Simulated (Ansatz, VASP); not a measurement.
# Cr in VASP and in Ansatz

```
Cr
1.0
     0.00000    1.81380    1.81380
     1.81380    0.00000    1.81380
     1.81380    1.81380    0.00000
Cr
1
Direct
  0.00000 0.00000 0.00000
```

Alike in both runs: task relaxation of cell and atoms; functional PBE; k mesh 26 × 26 × 26; occupations gaussian, width 0.1 eV; no spin polarisation.

```csv
,VASP,Ansatz
version,VASP 6.6.1,Ansatz 0.2.0
potentials or method,"VASP PAW PBE potentials, release 64 (Cr_pv), cutoff 600 eV","scalar-relativistic, plane waves, PAW"
valence electrons in the cell,12,14
```

|  | VASP | Ansatz | Ansatz less VASP |
| --- | --- | --- | --- |
| gap on the k mesh at the Fermi level, each at its own relaxed structure (eV) | none | none | - |
| relaxed volume (Å³/atom) | 11.85 | 11.88 | +0.025 |
| relaxed length of the cell vector where the two differ most in proportion (Å) | 2.559 | 2.561 | +0.0018 |

A gap of «none» marks a metal or a gap that the smearing closes. VASP's potentials hold 12 valence electrons a cell and Ansatz's 14, so a difference there can come from the potentials and not from the codes.
